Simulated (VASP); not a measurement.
# Hf2N (P4_2/mnm) in VASP: further runs, part 2 of 2

VASP 6.6.1. The steps go on from the part before.

### 3 Single point, r2SCAN

File POSCAR:

```
Hf2N
1.0
    5.3131240200      0.0000000000      0.0000000000
    0.0000000000      5.3131240200      0.0000000000
    0.0000000000      0.0000000000      3.2420983900
Hf N
4 2
Direct
    0.2955363700      0.2955363700      0.0000000000
    0.7044636300      0.7044636300      0.0000000000
    0.7955363700      0.2044636300      0.5000000000
    0.2044636300      0.7955363700      0.5000000000
    0.0000000000      0.0000000000      0.0000000000
    0.5000000000      0.5000000000      0.5000000000
```

File INCAR.step1:

```
SYSTEM = Hf2N
  ALGO = Normal
  EDIFF = 1E-4
  ENCUT = 520
  GGA = PE
  ISMEAR = 0
  LASPH = .TRUE.
  LCHARG = .FALSE.
  LREAL = .FALSE.
  LWAVE = .TRUE.
  NBANDS = 34
  NELM = 100
  PREC = Accurate
  SIGMA = 0.2
```

File INCAR.step2:

```
SYSTEM = Hf2N
  ALGO = Normal
  EDIFF = 1E-6
  ENCUT = 520
  ISIF = 2
  ISMEAR = 0
  ISTART = 1
  LASPH = .TRUE.
  LCHARG = .FALSE.
  LMIXTAU = .TRUE.
  LREAL = .FALSE.
  LWAVE = .FALSE.
  METAGGA = R2SCAN
  NBANDS = 34
  NELM = 100
  PREC = Accurate
  SIGMA = 0.2
```

File KPOINTS:

```
k-points
0
G
  4 4 6
  0 0 0
```

Potentials or basis: VASP PAW PBE potentials, release 64 (Hf_pv, N).

Command:

```
$ cat potpaw_PBE.64/Hf_pv/POTCAR potpaw_PBE.64/N/POTCAR > POTCAR
$ cp INCAR.step1 INCAR
$ mpirun -np 1 vasp_std > vasp.out
$ cp INCAR.step2 INCAR
$ mpirun -np 1 vasp_std > vasp.out
```

Run time: 97 s. Hardware: 1 thread of Intel Xeon 6975P-C (Granite Rapids), shared host; peak memory 0.22 GiB.

It converged, with:

* Free energy: -207.3653 eV
* Pressure: -0.1 GPa
* Largest force: 0.055 eV/Å
* Band gap on the k mesh: zero (bands 25 and 26 overlap by 2.77 eV)

Forces on the atoms (eV/Å):
```
Hf  -0.039 -0.039  0.000
Hf   0.039  0.039  0.000
Hf  -0.039  0.039  0.000
Hf   0.039 -0.039  0.000
N    0.000  0.000  0.000
N    0.000  0.000  0.000
```

Stress tensor (GPa, compression positive):
```
 0.08  0.00  0.00
 0.00  0.08  0.00
 0.00  0.00 -0.30
```

Levels at points of the mesh, in eV from the Fermi level:
| k point | band 22 | band 23 | band 24 | band 25 | band 26 | band 27 | band 28 | band 29 |
| --- | --- | --- | --- | --- | --- | --- | --- | --- |
| (0.00, 0.00, 0.00) | -2.17 | -0.38 | 1.09 | 1.20 | 1.20 | 1.26 | 1.87 | 2.07 |
| (0.50, 0.00, 0.00) | -2.64 | -1.06 | -1.06 | 1.50 | 1.50 | 2.11 | 2.11 | 2.22 |
| (0.50, 0.50, 0.00) | -1.93 | -1.39 | -1.39 | 1.12 | 1.12 | 1.72 | 1.72 | 2.11 |
| (0.00, 0.00, 0.50) | -1.60 | -1.29 | -1.29 | -1.27 | -1.27 | 2.37 | 2.37 | 4.00 |
| (0.50, 0.00, 0.50) | -1.93 | -1.25 | -1.25 | -1.02 | -1.02 | 1.91 | 1.91 | 4.13 |
| (0.50, 0.50, 0.50) | -1.79 | -0.70 | -0.70 | -0.69 | -0.69 | 1.37 | 1.37 | 3.01 |

Caveat: the PAW data sets were made with another functional, which shifts forces and pressure a little; spin-orbit coupling is left out, which moves the levels of the heavy elements.

### 4 Single point, r2SCAN

POSCAR is that of step 3.

File INCAR.step1:

```
SYSTEM = Hf2N
PREC = Accurate
ENCUT = 520
ISMEAR = 0
SIGMA = 0.4
LREAL = .False.
LASPH = .True.
NELM = 100
NBANDS = 34
GGA = PE
ALGO = Normal
EDIFF = 1E-4
LWAVE = .True.
LCHARG = .False.
```

File INCAR.step2:

```
SYSTEM = Hf2N
PREC = Accurate
ENCUT = 520
EDIFF = 1E-7
ISMEAR = 0
SIGMA = 0.4
LREAL = .False.
LASPH = .True.
NELM = 100
ALGO = Normal
ISIF = 2
LWAVE = .False.
LCHARG = .True.
METAGGA = R2SCAN
LMIXTAU = .True.
LELF = .True.
LVHAR = .True.
NBANDS = 34
ISTART = 1
```

File KPOINTS:

```
Automatic mesh
0
Gamma
  4 4 6
  0 0 0
```

Potentials or basis: VASP PAW PBE potentials, release 64 (Hf_pv, N).

Command:

```
$ cat potpaw_PBE.64/Hf_pv/POTCAR potpaw_PBE.64/N/POTCAR > POTCAR
$ cp INCAR.step1 INCAR
$ mpirun -np 1 vasp_std > vasp.out
$ cp INCAR.step2 INCAR
$ mpirun -np 1 vasp_std > vasp.out
```

OUTCAR:

```text
SYSTEM = Hf2N
   PREC = Accurate
   ENCUT = 520
   EDIFF = 1E-7
   ISMEAR = 0
   LREAL = .False.
   LASPH = .True.
   NELM = 100
   ISIF = 2
   METAGGA = R2SCAN
   ISTART = 1

 ion  position               nearest neighbor table
   1  0.296  0.296  0.000-   5 2.22   6 2.23   6 2.23   2 3.07   4 3.15   3 3.15   4 3.15   3 3.15
                             4 3.15   4 3.15   3 3.15   3 3.15   2 3.82   2 3.82
   2  0.704  0.704  0.000-   5 2.22   6 2.23   6 2.23   1 3.07   4 3.15   3 3.15   4 3.15   3 3.15
                             3 3.15   3 3.15   4 3.15   4 3.15   1 3.82   1 3.82
[... 1102 lines left out ...]
  Total        0.0940618      0.0940618     -0.0483531      0.0000000      0.0000000      0.0000000
  in kB        1.6466360      1.6466360     -0.8464643      0.0000000      0.0000000      0.0000000
  external PRESSURE =       0.8156025 kB  Pullay stress =       0.0000000 kB

 VOLUME and BASIS-vectors are now :
 -----------------------------------------------------------------------------
  energy-cutoff  :      520.00
  volume of cell :       91.52
      direct lattice vectors                 reciprocal lattice vectors
     5.313124020  0.000000000  0.000000000     0.188213186  0.000000000  0.000000000
     0.000000000  5.313124020  0.000000000     0.000000000  0.188213186  0.000000000
     0.000000000  0.000000000  3.242098390     0.000000000  0.000000000  0.308442212

 POSITION                                       TOTAL-FORCE (eV/Angst)
 -----------------------------------------------------------------------------------
      1.57022      1.57022      0.00000        -0.012925     -0.012925      0.000000
      3.74290      3.74290      0.00000         0.012925      0.012925     -0.000000
      4.22678      1.08634      1.62105        -0.012925      0.012925      0.000000
      1.08634      4.22678      1.62105         0.012925     -0.012925      0.000000
      0.00000      0.00000      0.00000         0.000000      0.000000      0.000000
      2.65656      2.65656      1.62105         0.000000      0.000000      0.000000
 -----------------------------------------------------------------------------------
    total drift:                                0.000000      0.000000      0.000000

  FREE ENERGIE OF THE ION-ELECTRON SYSTEM (eV)
  ---------------------------------------------------
  free  energy   TOTEN  =      -207.4280487384 eV

  energy  without entropy=     -207.2571795798  energy(sigma->0) =     -207.34261416
```

OSZICAR.step1:

```text
N       E                     dE             d eps       ncg     rms          rms(c)
DAV:   1     0.221214080737E+03    0.22121E+03   -0.27817E+04  1640   0.145E+03
DAV:   2    -0.566150053375E+02   -0.27783E+03   -0.26604E+03  2024   0.355E+02
DAV:   3    -0.709012408493E+02   -0.14286E+02   -0.13826E+02  2120   0.589E+01
DAV:   4    -0.711404909729E+02   -0.23925E+00   -0.23802E+00  2006   0.796E+00
DAV:   5    -0.711452601901E+02   -0.47692E-02   -0.47621E-02  2062   0.954E-01    0.101E+02
DAV:   6    -0.643103222228E+02    0.68349E+01   -0.37440E+01  1928   0.247E+01    0.721E+01
DAV:   7    -0.641205913501E+02    0.18973E+00   -0.51978E+00  1926   0.106E+01    0.214E+01
DAV:   8    -0.639585574129E+02    0.16203E+00   -0.69572E-01  2026   0.379E+00    0.299E+00
DAV:   9    -0.639521358802E+02    0.64215E-02   -0.16681E-01  1906   0.176E+00    0.335E+00
DAV:  10    -0.639473070878E+02    0.48288E-02   -0.41821E-02  1978   0.875E-01    0.118E+00
DAV:  11    -0.639471181470E+02    0.18894E-03   -0.63141E-03  1972   0.358E-01    0.672E-01
DAV:  12    -0.639469435279E+02    0.17462E-03   -0.44784E-04  1622   0.978E-02    0.340E-01
DAV:  13    -0.639469339209E+02    0.96070E-05   -0.16650E-04  1288   0.506E-02
   1 F= -.63946934E+02 E0= -.63852810E+02  d E =-.188247E+00
```

It took 2.1 min on 1 thread of Intel Xeon 6975P-C (Granite Rapids), shared host; peak memory 0.23 GiB.

What came out:

| Item | Value |
| --- | --- |
| Free energy | -207.4280 eV |
| Pressure | 0.1 GPa |
| Largest force | 0.018 eV/Å |
| Band gap on the k mesh | zero (bands 25 and 26 overlap by 2.78 eV) |

Forces in eV/Å, atoms in the order of the input:
```
Hf  -0.013 -0.013  0.000
Hf   0.013  0.013  0.000
Hf  -0.013  0.013  0.000
Hf   0.013 -0.013  0.000
N    0.000  0.000  0.000
N    0.000  0.000  0.000
```

Caveat: so wide a smearing shifts energies and pressures; the PAW data sets were made with another functional, which shifts forces and pressure a little; spin-orbit coupling is left out, which moves the levels of the heavy elements.

### 5 Single point, r2SCAN

POSCAR is that of step 4.

File INCAR.step1:

```
PREC = Accurate
ENCUT = 520
ISMEAR = 0
SIGMA = 0.1
LREAL = False
LASPH = True
NELM = 60
NBANDS = 34
GGA = PE
ALGO = Normal
EDIFF = 1E-4
LWAVE = True
LCHARG = False
```

File INCAR.step2:

```
PREC = Accurate
ENCUT = 520
EDIFF = 1E-6
ISMEAR = 0
SIGMA = 0.1
LREAL = False
LASPH = True
NELM = 60
ALGO = Normal
ISIF = 2
LWAVE = False
LCHARG = False
METAGGA = R2SCAN
LMIXTAU = True
NBANDS = 34
ISTART = 1
```

File KPOINTS:

```
Automatic mesh
0
Gamma
  4 4 8
```

Command:

```
$ cat potpaw_PBE.64/Hf_pv/POTCAR potpaw_PBE.64/N/POTCAR > POTCAR
$ cp INCAR.step1 INCAR
$ mpirun -np 1 vasp_std > vasp.out
$ cp INCAR.step2 INCAR
$ mpirun -np 1 vasp_std > vasp.out
```

Run time: 2 min. Hardware: 1 thread of Intel Xeon 6975P-C (Granite Rapids), shared host; peak memory 0.24 GiB.

It converged, with:

| Property | Result |
| --- | --- |
| Free energy | -207.3064 eV |
| Pressure | 0.0 GPa |
| Largest force | 0.082 eV/Å |
| Band gap on the k mesh | zero (bands 25 and 26 overlap by 2.78 eV) |

Forces in eV/Å, atoms in the order of the input:
```
Hf   0.058  0.058  0.000
Hf  -0.058 -0.058  0.000
Hf   0.058 -0.058  0.000
Hf  -0.058  0.058  0.000
N    0.000  0.000  0.000
N    0.000  0.000  0.000
```

Stress tensor (GPa, compression positive):
```
 0.04  0.00  0.00
 0.00  0.04  0.00
 0.00  0.00 -0.06
```

Levels at points of the mesh, in eV from the Fermi level:
| k point | band 23 | band 24 | band 25 | band 26 | band 27 | band 28 |
| --- | --- | --- | --- | --- | --- | --- |
| (0.00, 0.00, 0.00) | -0.45 | 1.02 | 1.14 | 1.14 | 1.19 | 1.80 |
| (0.50, 0.00, 0.00) | -1.13 | -1.13 | 1.43 | 1.43 | 2.04 | 2.04 |
| (0.50, 0.50, 0.00) | -1.46 | -1.46 | 1.05 | 1.05 | 1.65 | 1.65 |
| (0.00, 0.00, 0.50) | -1.35 | -1.35 | -1.34 | -1.34 | 2.31 | 2.31 |
| (0.50, 0.00, 0.50) | -1.32 | -1.32 | -1.10 | -1.10 | 1.85 | 1.85 |
| (0.50, 0.50, 0.50) | -0.77 | -0.77 | -0.75 | -0.75 | 1.30 | 1.30 |

Caveat: the PAW data sets were made with another functional, which shifts forces and pressure a little; spin-orbit coupling is left out, which moves the levels of the heavy elements.

### 6 The runs side by side

```tsv
k mesh	smearing	gap on the mesh (eV)	pressure (GPa)	largest force (eV/Å)
4 × 4 × 6	gaussian 0.05 eV	none	-0.1	0.11
4 × 4 × 6	gaussian 0.2 eV	none	-0.1	0.06
4 × 4 × 6	gaussian 0.4 eV	none	0.1	0.02
4 × 4 × 8	gaussian 0.1 eV	none	0.0	0.08
```

Alike in all rows: task single point; level r2SCAN; potentials or basis VASP PAW PBE potentials, release 64 (Hf_pv, N); no spin polarisation; cell as given; cutoff (eV) 520.

Caveats: the PAW data sets were made with another functional, which shifts forces and pressure a little; spin-orbit coupling is left out, which moves the levels of the heavy elements; so wide a smearing shifts energies and pressures (at least some runs).

Absolute energies hang on the potentials; compare differences alone.
